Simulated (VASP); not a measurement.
# V (I4/mmm) in VASP: further runs

V is run at these levels: PBE; tasks: single point.

All numbers are computed with VASP 6.6.1; they aren't measurements. Logs are shortened: lines on timing, memory, paths and dates and some standing lists are left out, and cuts for length are marked.

## 1. The cell of the first run

The structure is tetragonal, space group I4/mmm (No. 139). Conventional cell: a = 2.467 Å, b = 2.467 Å, c = 4.479 Å, α = 90.00°, β = 90.00°, γ = 90.00°. V (site symmetry 4/mmm) has 12 V at 2.47 to 2.84 Å within 3.3 Å.

## 2. Single point, PBE

INCAR

```
SYSTEM = V
PREC = Accurate ; ENCUT = 520
EDIFF = 1E-7 ; ISMEAR = 0
SIGMA = 0.1 ; LREAL = .False.
LASPH = .True. ; NELM = 80
ALGO = Fast ; ISIF = 2
LWAVE = .False. ; LCHARG = .False.
GGA = PE ; NBANDS = 12
```

KPOINTS

```
regular mesh
0
Gamma
  8 8 8
  0 0 0
```

POSCAR

```
V
1.0
   -1.2333756136      1.2333756136      2.2394055325
    1.2333756136     -1.2333756136      2.2394055325
    1.2333756136      1.2333756136     -2.2394055325
V
1
Direct
    0.0000000000      0.0000000000      0.0000000000
```

Potentials or basis: VASP PAW PBE potentials, release 64 (V_sv).

On the command line:

```bash
> cat potpaw_PBE.64/V_sv/POTCAR > POTCAR
> mpirun -np 1 vasp_std > vasp.out
```

OUTCAR:

```text
SYSTEM = V
   PREC = Accurate
   ENCUT = 520
   EDIFF = 1E-7
   ISMEAR = 0
   LREAL = .False.
   LASPH = .True.
   NELM = 80
   ISIF = 2
   GGA = PE

 ion  position               nearest neighbor table
   1  0.000  0.000  0.000-

  LATTYP: Found a body centered tetragonal cell.
 ALAT       =     2.4667512272
 C/A-ratio  =     1.8156719719

  Lattice vectors:

 A1 = (  -1.2333756136,   1.2333756136,   2.2394055325)
 A2 = (   1.2333756136,  -1.2333756136,   2.2394055325)
 A3 = (   1.2333756136,   1.2333756136,  -2.2394055325)

Analysis of symmetry for initial positions (statically):
=====================================================================
 Subroutine PRICEL returns:
 Original cell was already a primitive cell.

 Routine SETGRP: Setting up the symmetry group for a
 body centered tetragonal supercell.

 Subroutine GETGRP returns: Found 16 space group operations
 (whereof 16 operations were pure point group operations)
 out of a pool of 16 trial point group operations.

The static configuration has the point symmetry D_4h.

Analysis of symmetry for dynamics (positions and initial velocities):
=====================================================================
 Subroutine PRICEL returns:
 Original cell was already a primitive cell.

 Routine SETGRP: Setting up the symmetry group for a
 body centered tetragonal supercell.

 Subroutine GETGRP returns: Found 16 space group operations
 (whereof 16 operations were pure point group operations)
 out of a pool of 16 trial point group operations.

The dynamic configuration has the point symmetry D_4h.

 Subroutine INISYM returns: Found 16 space group operations
 (whereof 16 operations are pure point group operations),
 and found     1 'primitive' translations

----------------------------------------------------------------------------------------

                                     Primitive cell

  volume of cell :      13.6265

  direct lattice vectors                    reciprocal lattice vectors
    -1.233375614  1.233375614  2.239405533     0.000000000  0.405391508  0.223273540
     1.233375614 -1.233375614  2.239405533     0.405391508  0.000000000  0.223273540
     1.233375614  1.233375614 -2.239405533     0.405391508  0.405391508  0.000000000

  length of vectors
     2.838550325  2.838550325  2.838550325     0.462810272  0.462810272  0.573310169

  position of ions in fractional coordinates (direct lattice)
     0.000000000  0.000000000  0.000000000

  ion indices of the primitive-cell ions
   primitive index   ion index
                 1           1

----------------------------------------------------------------------------------------

 KPOINTS: regular mesh

Automatic generation of k-mesh.
 Grid dimensions read from file:
 generate k-points for:    8    8    8

 Generating k-lattice:

  Cartesian coordinates                     Fractional coordinates (reciprocal lattice)
     0.000000000  0.050673939  0.027909192     0.125000000  0.000000000 -0.000000000
     0.050673939  0.000000000  0.027909192     0.000000000  0.125000000 -0.000000000
     0.050673939  0.050673939  0.000000000     0.000000000  0.000000000  0.125000000

  Length of vectors
     0.057851284  0.057851284  0.071663771

  Shift w.r.t. Gamma in fractional coordinates (k-lattice)
     0.000000000  0.000000000  0.000000000

 Subroutine IBZKPT returns following result:
 ===========================================

 Found     59 irreducible k-points:

 Following reciprocal coordinates:
            Coordinates               Weight
  0.000000  0.000000  0.000000      1.000000
  0.125000  0.000000 -0.000000      8.000000
  0.250000  0.000000 -0.000000      8.000000
  0.375000  0.000000 -0.000000      8.000000
  0.500000  0.000000 -0.000000      4.000000
  0.125000  0.125000 -0.000000      8.000000
[... 16 lines left out ...]
  0.250000  0.125000  0.125000     16.000000
  0.375000  0.125000  0.125000      8.000000
 [... further k-points ...]
   k-points           NKPTS =     59   k-points in BZ     NKDIM =     59   number of bands    NBANDS=     12
   number of dos      NEDOS =    301   number of ions     NIONS =      1
   total plane-waves  NPLWV =  13824
   dimension x,y,z NGX =    24 NGY =   24 NGZ =   24
   dimension x,y,z NGXF=    48 NGYF=   48 NGZF=   48
   ions per type =               1
   NGX,Y,Z   is equivalent  to a cutoff of  14.06, 14.06, 14.06 a.u.
   NGXF,Y,Z  is equivalent  to a cutoff of  28.11, 28.11, 28.11 a.u.
 SYSTEM =  V
   PREC   = accura    normal or accurate (medium, high low for compatibility)
   ISTART =      0    job   : 0-new  1-cont  2-samecut
   ICHARG =      2    charge: 1-file 2-atom 10-const
   ISPIN  =      1    spin polarized calculation?
   LNONCOLLINEAR =      F non collinear calculations
   LSORBIT =      F    spin-orbit coupling
   LASPH  =      T    aspherical Exc in radial PAW
   ENCUT  =  520.0 eV  38.22 Ry    6.18 a.u.   5.28  5.28  5.28*2*pi/ulx,y,z
   NELM   =     80;   NELMIN=  2; NELMDL= -5     # of ELM steps
   EDIFF  = 0.1E-06   stopping-criterion for ELM
   LREAL  =      F    real-space projection
   EDIFFG = 0.1E-05   stopping-criterion for IOM
   NSW    =      0    number of steps for IOM
   IBRION =     -1    ionic relax: 0-MD 1-quasi-New 2-CG
   NFREE  =      0    steps in history (QN), initial steepest desc. (CG)
   ISIF   =      2    stress and relaxation
   ISYM   =      2    0-nonsym 1-usesym 2-fastsym
   POTIM  = 0.5000    time-step for ionic-motion
   TEBEG  =    0.0;   TEEND  =   0.0 temperature during run
   PSTRESS=    0.0 pullay stress
   NELECT =      13.0000    total number of electrons
   NUPDOWN=      -1.0000    fix difference up-down
   EMIN   =  10.00;   EMAX   =-10.00  energy-range for DOS
   EFERMI =   0.00;   METHOD = LEGACY
   ISMEAR =     0;   SIGMA  =   0.10  broadening in eV -4-tet -1-fermi 0-gaus
   EFERMI_NEDOS =   21; number of points for ismear=-14 and -15
   IALGO  =     68    algorithm
   IMIX   =      4    mixing-type and parameters
     AMIX     =   0.40;   BMIX     =  1.00
     AMIX_MAG =   1.60;   BMIX_MAG =  1.00
  volume/ion in A,a.u.               =      13.63        91.96
  Fermi-wavevector in a.u.,A,eV,Ry     =   1.611616  3.045512 35.338478  2.597305
  Thomas-Fermi vector in A             =   2.706977
   LORBIT       =      0    0 simple, 1 ext, 2 COOP (PROOUT), +10 PAW based schemes
   GGA     = PE    functional components
   LHFCALC =     F    Hartree Fock is set to
   AEXX    =    0.0000 exact exchange contribution
   IVDW    =     0    specifies the selected vdW correction
   LEPSILON=     F    determine dielectric tensor
   LRPA    =     F    only Hartree local field effects (RPA)
 non-spin polarized calculation
 RMM-DIIS sequential band-by-band and
 Gauss-broadening in eV      SIGMA  =   0.10
  energy-cutoff  :      520.00
  volume of cell :       13.63
 maximum number of plane-waves:       389
 NGX is ok and might be reduce to    24
   NGX = 11   NGY = 11   NGZ = 11

 number of electron      13.0000003 magnetization

 Free energy of the ion-electron system (eV)
  ---------------------------------------------------
  ext. energy  EPLUGINS =         0.00000000
  ---------------------------------------------------
  free energy    TOTEN  =        -8.90390571 eV

  energy without entropy =       -8.89762117  energy(sigma->0) =       -8.90076344

 E-fermi :   9.6753     XC(G=0): -12.8224

 val. band max:        9.6740033615   @ k =  -0.2500   0.2500   0.1250
 cond. band min:       9.7097189092   @ k =   0.3750   0.1250  -0.0000
 fundamental gap:      0.0357155477
 Fermi energy:         9.6753232200

 k-point     1 :       0.0000    0.0000    0.0000
  band No.  band energies     occupation
      1     -54.1650      2.00000
      2     -27.6220      2.00000
      3     -27.3539      2.00000
      4     -27.3539      2.00000
      5       3.0358      2.00000
      6       8.6690      2.00000
      7      10.0968      0.00000
      8      11.1056      0.00000
      9      11.1056      0.00000
     10      13.0485      0.00000
     11      28.5591      0.00000
     12      28.6807      0.00000

 k-point     2 :       0.1250    0.0000   -0.0000
  band No.  band energies     occupation
      1     -54.1350      2.00000
      2     -27.6581      2.00000
      3     -27.5011      2.00000
      4     -27.3498      2.00000
      5       3.6262      2.00000
      6       8.8704      2.00000
      7      10.1160      0.00000
      8      10.8208      0.00000
      9      11.2730      0.00000
     10      12.7899      0.00000
     11      28.2105      0.00000
     12      28.6993      0.00000

 k-point     3 :       0.2500    0.0000   -0.0000
  band No.  band energies     occupation
      1     -54.0619      2.00000
      2     -27.9234      2.00000
      3     -27.6682      2.00000
      4     -27.3400      2.00000
      5       5.1088      2.00000
      6       9.1846      2.00000
      7       9.4868      1.99234
      8      11.4328      0.00000
      9      11.5350      0.00000
     10      12.3768      0.00000
     11      25.0945      0.00000
     12      27.6136      0.00000

 k-point     4 :       0.3750    0.0000   -0.0000
  band No.  band energies     occupation
      1     -53.9879      2.00000
      2     -28.2822      2.00000
      3     -27.7292      2.00000
      4     -27.3300      2.00000
      5       6.3341      2.00000
      6       8.9990      2.00000
      7       9.9854      0.00001
      8      11.2644      0.00000
      9      12.5881      0.00000
     10      12.6639      0.00000
     11      21.2651      0.00000
     12      25.7545      0.00000

 k-point     5 :       0.5000    0.0000   -0.0000
  band No.  band energies     occupation
      1     -53.9569      2.00000
      2     -28.4299      2.00000
      3     -27.7520      2.00000
      4     -27.3258      2.00000
      5       6.5228      2.00000
      6       8.9784      2.00000
      7      10.9463      0.00000
      8      11.0691      0.00000
      9      12.7851      0.00000
     10      13.2134      0.00000
     11      19.3866      0.00000
     12      24.9232      0.00000
[... 228 lines left out ...]
      1     -53.8155      2.00000
      2     -28.3336      2.00000
      3     -28.1121      2.00000
      4     -27.7105      2.00000
      5       6.2939      2.00000
      6       7.4352      2.00000
      7      12.1769      0.00000
      8      12.6195      0.00000
      9      14.3918      0.00000
     10      15.4010      0.00000
     11      21.7691      0.00000
     12      23.9133      0.00000

 k-point    22 :       0.1250    0.1250    0.1250
  band No.  band energies     occupation
      1     -53.9814      2.00000
      2     -27.9260      2.00000
      3     -27.7656      2.00000
      4     -27.6608      2.00000
      5       6.2905      2.00000
      6       9.2173      2.00000
      7      10.1283      0.00000
      8      10.9608      0.00000
      9      11.2894      0.00000
     10      12.6719      0.00000
     11      25.7156      0.00000
     12      26.6654      0.00000

 k-point    23 :       0.2500    0.1250    0.1250
  band No.  band energies     occupation
      1     -53.9146      2.00000
      2     -28.1981      2.00000
      3     -27.8050      2.00000
      4     -27.6981      2.00000
      5       7.2358      2.00000
      6       8.6611      2.00000
      7       9.8325      0.02620
      8      10.9433      0.00000
      9      12.5790      0.00000
     10      14.1173      0.00000
     11      22.0490      0.00000
     12      26.4493      0.00000

 k-point    24 :       0.3750    0.1250    0.1250
  band No.  band energies     occupation
      1     -53.8867      2.00000
      2     -28.3304      2.00000
      3     -27.7834      2.00000
      4     -27.7291      2.00000
      5       7.6411      2.00000
      6       8.1042      2.00000
      7      10.2118      0.00000
      8      10.7654      0.00000
      9      13.0160      0.00000
     10      15.9485      0.00000
     11      19.3643      0.00000
     12      27.3025      0.00000

 [... further k-points ...]
[... 5 lines left out ...]
  --------------------------------------------------------------------------------------
  -------------------------------------------------------------------------------------
  Total        0.0023006      0.0023006     -0.0035479      0.0000000      0.0000000      0.0000000
  in kB        0.2704988      0.2704988     -0.4171512      0.0000000      0.0000000      0.0000000
  external PRESSURE =       0.0412821 kB  Pullay stress =       0.0000000 kB

 VOLUME and BASIS-vectors are now :
 -----------------------------------------------------------------------------
  energy-cutoff  :      520.00
  volume of cell :       13.63
      direct lattice vectors                 reciprocal lattice vectors
    -1.233375614  1.233375614  2.239405533     0.000000000  0.405391508  0.223273540
     1.233375614 -1.233375614  2.239405533     0.405391508  0.000000000  0.223273540
     1.233375614  1.233375614 -2.239405533     0.405391508  0.405391508  0.000000000

 POSITION                                       TOTAL-FORCE (eV/Angst)
 -----------------------------------------------------------------------------------
      0.00000      0.00000      0.00000        -0.000000     -0.000000     -0.000000
 -----------------------------------------------------------------------------------
    total drift:                                0.000000      0.000000     -0.000000

  FREE ENERGIE OF THE ION-ELECTRON SYSTEM (eV)
  ---------------------------------------------------
  free  energy   TOTEN  =        -8.9039057142 eV

  energy  without entropy=       -8.8976211725  energy(sigma->0) =       -8.90076344
```

Run time: 12 s. Hardware: 1 thread of Intel Xeon Platinum 8488C (Sapphire Rapids), shared host; peak memory 0.14 GiB.

Results:

| Quantity | Value |
| --- | --- |
| Free energy | -8.9039 eV |
| Pressure | 0.0 GPa |

Caveat: the k points lie up to 0.45 Å⁻¹ apart.

## 3. Single point, PBE

INCAR

```
PREC = Accurate ; ENCUT = 520
EDIFF = 1E-7 ; ISMEAR = 0
SIGMA = 0.1 ; LREAL = F
LASPH = T ; NELM = 60
ALGO = Fast ; ISIF = 2
LWAVE = F ; LCHARG = F
GGA = PE ; NBANDS = 12
```

KPOINTS

```
Automatic mesh
0
Gamma
  32 32 32
```

POSCAR

```
V
1.0
   -1.2330996002      1.2330996002      2.2361060275
    1.2330996002     -1.2330996002      2.2361060275
    1.2330996002      1.2330996002     -2.2361060275
V
1
Direct
    0.0000000000      0.0000000000      0.0000000000
```

Potentials or basis: VASP PAW PBE potentials, release 64 (V_sv).

On the command line:

```bash
> cat potpaw_PBE.64/V_sv/POTCAR > POTCAR
> mpirun -np 1 vasp_std > vasp.out
```

It took 4.3 min on 1 thread of Intel Xeon Platinum 8488C (Sapphire Rapids), shared host; peak memory 0.48 GiB.

It converged, with:

```
Free energy : -8.9031 eV
Pressure    : 0.2 GPa
```

Stress tensor (GPa, compression positive):
```
0.28 0.00 0.00
0.00 0.28 0.00
0.00 0.00 0.18
```

Levels at points of the mesh, in eV from the Fermi level:
| k point | band 5 | band 6 | band 7 | band 8 | band 9 | band 10 |
| --- | --- | --- | --- | --- | --- | --- |
| (0.00, 0.00, 0.00) | -6.66 | -1.03 | 0.42 | 1.41 | 1.41 | 3.35 |
| (0.50, 0.00, 0.00) | -3.18 | -0.72 | 1.26 | 1.37 | 3.10 | 3.53 |
| (0.50, 0.50, 0.00) | -3.41 | -2.27 | 2.50 | 2.94 | 4.69 | 5.71 |
| (0.50, 0.50, 0.50) | -3.35 | -2.30 | 0.65 | 3.52 | 3.52 | 3.70 |
